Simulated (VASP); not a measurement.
# In8O11 (P1) in VASP: settings compared, part 2 of 2

VASP 6.6.1. Earlier steps stand in the parts before.

## 4. Single point, HSE06

POSCAR

```
In8O11
1.0
    5.4870000000      3.1679210000      9.6733330000
   -2.7435000000      1.5839600000      4.8366670000
    0.0000000000     -3.1679210000      4.8366670000
In O
8 11
Direct
    0.1835010000      0.3487410000      0.3546030000
    0.0695980000      0.1434730000      0.1370540000
    0.3227060000      0.6350350000      0.6429720000
    0.4288610000      0.8570000000      0.8649240000
    0.6760880000      0.3564070000      0.3572340000
    0.5741190000      0.1480510000      0.1425780000
    0.8239520000      0.6405570000      0.6438840000
    0.9301620000      0.8541660000      0.8550930000
    0.2700220000      0.9401820000      0.2466020000
    0.1242900000      0.5432940000      0.9514680000
    0.2284950000      0.0517390000      0.7505110000
    0.5267400000      0.7510720000      0.4572310000
    0.3747780000      0.4559860000      0.0387680000
    0.7787570000      0.9430530000      0.2510770000
    0.4779670000      0.2449780000      0.5573820000
    0.6217560000      0.5496620000      0.9491770000
    0.7280980000      0.0451720000      0.7403640000
    0.0217670000      0.7487110000      0.4575360000
    0.8791550000      0.4483060000      0.0442860000
```

INCAR.step1

```
SYSTEM = In8O11
PREC = Accurate
ENCUT = 520
EDIFF = 1E-5
ISMEAR = 0
SIGMA = 0.01
LREAL = Auto
LASPH = .True.
NELM = 80
ALGO = Normal
ISIF = 2
LWAVE = .True.
NBANDS = 100
GGA = PE
```

INCAR.step2

```
SYSTEM = In8O11
PREC = Accurate
ENCUT = 520
EDIFF = 1E-6
ISMEAR = 0
SIGMA = 0.01
LREAL = Auto
LASPH = .True.
NELM = 80
ALGO = Normal
ISIF = 2
LWAVE = .False.
LCHARG = .True.
GGA = PE
LHFCALC = .True.
HFSCREEN = 0.2079
PRECFOCK = Fast
LELF = .True.
LVHAR = .True.
NBANDS = 100
ISTART = 1
```

KPOINTS

```
Automatic mesh
0
Gamma
  1 1 1
  0 0 0
```

Potentials or basis: VASP PAW PBE potentials, release 64 (In_d, O).

Launch:

```
cat potpaw_PBE.64/In_d/POTCAR potpaw_PBE.64/O/POTCAR > POTCAR
cp INCAR.step1 INCAR
mpirun -np 1 vasp_gam > vasp.out
cp INCAR.step2 INCAR
mpirun -np 1 vasp_gam > vasp.out
```

OUTCAR:

```text
SYSTEM = In8O11
   PREC = Accurate
   ENCUT = 520
   EDIFF = 1E-6
   ISMEAR = 0
   LREAL = Auto
   LASPH = .True.
   NELM = 80
   ISIF = 2
   GGA = PE
   LHFCALC = .True.
   HFSCREEN = 0.2079
   PRECFOCK = Fast
   ISTART = 1

 ion  position               nearest neighbor table
   1  0.184  0.349  0.355-  13 2.11  11 2.11  18 2.18  10 2.28   9 2.30   2 3.15   3 3.23   3 3.24
                             7 3.27   2 3.59   6 3.60   2 3.64   4 3.91   4 3.99   8 3.99   4 3.99
   2  0.070  0.143  0.137-  19 2.06  11 2.09  18 2.14   9 2.23  10 2.24   1 3.15   8 3.22   4 3.25
                             8 3.26   1 3.59   5 3.61   1 3.64   7 3.92   7 3.96   3 3.98   3 3.99
   3  0.323  0.635  0.643-  15 2.09  10 2.13   9 2.16  13 2.21  12 2.31  11 2.32   4 3.17   5 3.21
                             1 3.23   1 3.24   4 3.56   4 3.56   8 3.60   6 3.93   2 3.98   2 3.99
   4  0.429  0.857  0.865-   9 2.05  16 2.06  15 2.10  11 2.25  12 2.26  13 2.26   3 3.17   6 3.22
                             2 3.25   6 3.28   3 3.56   3 3.56   7 3.62   1 3.91   5 3.93   5 3.96
   5  0.676  0.356  0.357-  17 2.10  12 2.13  19 2.17  15 2.21  16 2.27  14 2.28   6 3.03   3 3.21
                             7 3.24   7 3.25   2 3.61   6 3.62   6 3.65   4 3.93   4 3.96   8 4.00
   6  0.574  0.148  0.143-  12 2.14  13 2.16  17 2.18  16 2.20  14 2.26  15 2.27   5 3.03   4 3.22
                             8 3.24   4 3.28   1 3.60   5 3.62   5 3.65   3 3.93   7 3.95   7 3.99
   7  0.824  0.641  0.644-  14 2.10  16 2.16  18 2.22  17 2.22  19 2.24   8 3.08   5 3.24   5 3.25
                             1 3.27   8 3.62   4 3.62   8 3.63   2 3.92   6 3.95   2 3.96   6 3.99
   8  0.930  0.854  0.855-  10 2.10  14 2.11  18 2.22  19 2.25  17 2.28   7 3.08   2 3.22   6 3.24
                             2 3.26   3 3.60   7 3.62   7 3.63   1 3.99   5 4.00   1 4.01   1 4.01
   9  0.270  0.940  0.247-   4 2.05   3 2.16   2 2.23   1 2.30
  10  0.124  0.543  0.951-   8 2.10   3 2.13   2 2.24   1 2.28
  11  0.228  0.052  0.751-   2 2.09   1 2.11   4 2.25   3 2.32
  12  0.527  0.751  0.457-   5 2.13   6 2.14   4 2.26   3 2.31
  13  0.375  0.456  0.039-   1 2.11   6 2.16   3 2.21   4 2.26
  14  0.779  0.943  0.251-   7 2.10   8 2.11   6 2.26   5 2.28
  15  0.478  0.245  0.557-   3 2.09   4 2.10   5 2.21   6 2.27
  16  0.622  0.550  0.949-   4 2.06   7 2.16   6 2.20   5 2.27
  17  0.728  0.045  0.740-   5 2.10   6 2.18   7 2.22   8 2.28
  18  0.022  0.749  0.458-   2 2.14   1 2.18   7 2.22   8 2.22
  19  0.879  0.448  0.044-   2 2.06   5 2.17   7 2.24   8 2.25

  LATTYP: Found a base centered monoclinic cell.
 ALAT       =    10.1788562901
 B/A-ratio  =     0.5390585647
 C/A-ratio  =     0.9336769098
 COS(beta)  =    -0.3112257530

  Lattice vectors:

 A1 = (  -2.7435000000,   1.5839600000,   4.8366670000)
 A2 = (   0.0000000000,  -3.1679210000,   4.8366670000)
 A3 = (   8.2305000000,   4.7518820000,  -0.0000010000)

Analysis of symmetry for initial positions (statically):
=====================================================================
 Subroutine PRICEL returns:
 Original cell was already a primitive cell.

 Routine SETGRP: Setting up the symmetry group for a
 base centered monoclinic supercell.

 Subroutine GETGRP returns: Found  1 space group operations
 (whereof  1 operations were pure point group operations)
 out of a pool of  4 trial point group operations.

The static configuration has the point symmetry C_1 .

Analysis of symmetry for dynamics (positions and initial velocities):
[... 112 lines left out ...]
   PREC   = accura    normal or accurate (medium, high low for compatibility)
   ISTART =      1    job   : 0-new  1-cont  2-samecut
   ICHARG =      0    charge: 1-file 2-atom 10-const
   ISPIN  =      1    spin polarized calculation?
   LNONCOLLINEAR =      F non collinear calculations
   LSORBIT =      F    spin-orbit coupling
   LASPH  =      T    aspherical Exc in radial PAW
   ENCUT  =  520.0 eV  38.22 Ry    6.18 a.u.  21.50 10.75 10.75*2*pi/ulx,y,z
   NELM   =     80;   NELMIN=  2; NELMDL=  0     # of ELM steps
   EDIFF  = 0.1E-05   stopping-criterion for ELM
   LREAL  =      T    real-space projection
   EDIFFG = 0.1E-04   stopping-criterion for IOM
   NSW    =      0    number of steps for IOM
   IBRION =     -1    ionic relax: 0-MD 1-quasi-New 2-CG
   NFREE  =      0    steps in history (QN), initial steepest desc. (CG)
   ISIF   =      2    stress and relaxation
   ISYM   =      3    0-nonsym 1-usesym 2-fastsym
   POTIM  = 0.5000    time-step for ionic-motion
   TEBEG  =    0.0;   TEEND  =   0.0 temperature during run
   PSTRESS=    0.0 pullay stress
   NELECT =     170.0000    total number of electrons
   NUPDOWN=      -1.0000    fix difference up-down
   EMIN   =  10.00;   EMAX   =-10.00  energy-range for DOS
   EFERMI =   0.00;   METHOD = LEGACY
   ISMEAR =     0;   SIGMA  =   0.01  broadening in eV -4-tet -1-fermi 0-gaus
   EFERMI_NEDOS =   21; number of points for ismear=-14 and -15
   IALGO  =     38    algorithm
   IMIX   =      1    mixing-type and parameters
     AMIX     =   0.40;   BMIX     =  1.00
     AMIX_MAG =   1.60;   BMIX_MAG =  1.00
  volume/ion in A,a.u.               =      13.27        89.58
  Fermi-wavevector in a.u.,A,eV,Ry     =   1.435376  2.712467 28.032127  2.060303
  Thomas-Fermi vector in A             =   2.554681
   LORBIT       =      0    0 simple, 1 ext, 2 COOP (PROOUT), +10 PAW based schemes
   GGA     = PE    functional components
   LHFCALC =     T    Hartree Fock is set to
   PRECFOCK=fast      Normal, Fast or Accurate (Low or Medium for compatibility)
   ENCUT4O =  -1.0   cutoff for four orbital integrals eV
   NKREDX  =     1    reduce k-point grid by
   NKREDY  =     1    reduce k-point grid by
   NKREDZ  =     1    reduce k-point grid by
   AEXX    =    0.2500 exact exchange contribution
   HFSCREEN=    0.2079 screening length (either q_TF or 0.3 A-1)
   HFSCREENC=   0.2079 screening length for correlation (either q_TF or 0.3 A-1)
   ENCUTFOCK=  -1.0 apply spherical cutoff to Coloumb kernel
   IVDW    =     0    specifies the selected vdW correction
   LEPSILON=     F    determine dielectric tensor
   LRPA    =     F    only Hartree local field effects (RPA)
 non-spin polarized calculation
 Gauss-broadening in eV      SIGMA  =   0.01
  energy-cutoff  :      520.00
  volume of cell :      252.22
 maximum number of plane-waves:      3373
 NGX is ok and might be reduce to    90
  NGX = 48; NGY = 24; NGZ = 24

 number of electron     170.0000007 magnetization

 Free energy of the ion-electron system (eV)
  ---------------------------------------------------
  ext. energy  EPLUGINS =         0.00000000
  ---------------------------------------------------
  free energy    TOTEN  =      -130.88764121 eV

  energy without entropy =     -130.88764121  energy(sigma->0) =     -130.88764121

 E-fermi :   5.0949     XC(G=0):  -9.1019

 val. band max:        4.9796973403   @ k =   0.0000   0.0000   0.0000
 cond. band min:       9.0903843465   @ k =   0.0000   0.0000   0.0000
 fundamental gap:      4.1106870061
 Fermi energy:         5.0948704152

 k-point     1 :       0.0000    0.0000    0.0000
  band No.  band energies     occupation
      1     -14.9016      2.00000
      2     -14.3689      2.00000
      3     -14.3638      2.00000
      4     -14.2028      2.00000
      5     -14.0642      2.00000
      6     -13.9697      2.00000
[... 89 lines left out ...]
     96      14.7070      0.00000
     97      14.9982      0.00000
 [bands above 97 left out]

------------------------ aborting loop because EDIFF is reached ----------------------------------------

  FORCE on cell =-STRESS in cart. coord.  units (eV):
  Direction    XX          YY          ZZ          XY          YZ          ZX
  --------------------------------------------------------------------------------------
  -------------------------------------------------------------------------------------
  Total        6.8892343      2.7992755      1.8769575      2.9421254     -1.4476194      1.6067957
  in kB       43.7627727     17.7819556     11.9230759     18.6893866     -9.1957737     10.2069159
  external PRESSURE =      24.4892681 kB  Pullay stress =       0.0000000 kB

 VOLUME and BASIS-vectors are now :
 -----------------------------------------------------------------------------
  energy-cutoff  :      520.00
  volume of cell :      252.22
      direct lattice vectors                 reciprocal lattice vectors
     5.487000000  3.167921000  9.673333000     0.091124474  0.052610744  0.034458994
    -2.743500000  1.583960000  4.836667000    -0.182248955  0.105221488  0.068917989
     0.000000000 -3.167921000  4.836667000     0.000000025 -0.210442966  0.068917978

 POSITION                                       TOTAL-FORCE (eV/Angst)
 -----------------------------------------------------------------------------------
      0.05010      0.01035      5.17691         0.149830      0.417302      0.434419
     -0.01173      0.01356      2.03006         0.906108      0.166950     -0.099614
      0.02847     -0.00871      9.30294        -0.238446      0.358000      0.297843
      0.00198     -0.02396     12.47689        -0.027606      0.782132     -0.590330
      2.73189      1.57464      9.99167        -0.229527      0.125291      0.671915
      2.74401      1.60159      6.95932         0.122259     -0.315672     -1.030357
[... 11 lines left out ...]
     -1.93465     -0.19455      6.04477         0.103279      0.152239     -0.089151
      3.59400      3.35490     10.88686        -0.501686      0.222611     -0.289358
 -----------------------------------------------------------------------------------
    total drift:                               -0.012479      0.002920     -0.004874

  FREE ENERGIE OF THE ION-ELECTRON SYSTEM (eV)
  ---------------------------------------------------
  free  energy   TOTEN  =      -130.8876412084 eV

  energy  without entropy=     -130.8876412084  energy(sigma->0) =     -130.88764121
```

Wall time 9.1 min (1 thread of Intel Xeon 8259CL, shared host); peak memory 0.6 GiB.

What came out:

```yaml
Free_energy: -130.8876 eV
Pressure: 2.4 GPa
Largest_force: 1.916 eV/Å
```

Forces in eV/Å, atoms in the order of the input:
```
In   0.150  0.417  0.434
In   0.906  0.167 -0.100
In  -0.238  0.358  0.298
In  -0.028  0.782 -0.590
In  -0.230  0.125  0.672
In   0.122 -0.316 -1.030
In  -0.093 -0.293 -0.578
In  -0.496  0.094  0.123
O   -0.204 -1.428  1.262
O   -0.093 -1.060  0.260
O   -0.631  0.473 -0.903
O   -0.074  0.729 -0.321
O    0.025 -0.069  0.004
O    0.330  0.317 -0.116
O    0.011 -0.010 -0.278
O    1.280 -0.422  0.631
O   -0.341 -0.241  0.611
O    0.103  0.152 -0.089
O   -0.502  0.223 -0.289
```

Caveat: the k points lie up to 1.32 Å⁻¹ apart; the PAW data sets were made with another functional, which shifts forces and pressure a little; spin-orbit coupling is left out, which moves the levels of the heavy elements.

## 5. Overview

```csv
level,smearing,grid for exact exchange (PRECFOCK),share of exact exchange,screening parameter,pressure (GPa),largest force (eV/Å)
PBE,gaussian 0.01 eV,-,-,-,10.2,1.96
PBE,fermi-dirac 0.01 eV,-,-,-,10.2,1.96
HSE06,gaussian 0.01 eV,Fast,0.25,0.2079 1/Å,2.4,1.92
```

Alike in all rows: task single point; potentials or basis VASP PAW PBE potentials, release 64 (In_d, O); no spin polarisation; cell as given; k mesh 1 × 1 × 1; cutoff (eV) 520.

Caveats: all runs use coarse meshes; spin-orbit coupling is left out, which moves the levels of the heavy elements; forces of over 1 eV/Å act on the atoms, so gaps and moduli don't describe the material at rest (at least some runs); the PAW data sets were made with another functional, which shifts forces and pressure a little (at least some runs).

Total energies depend on the potentials used, so only differences within one code and one set of settings carry meaning.
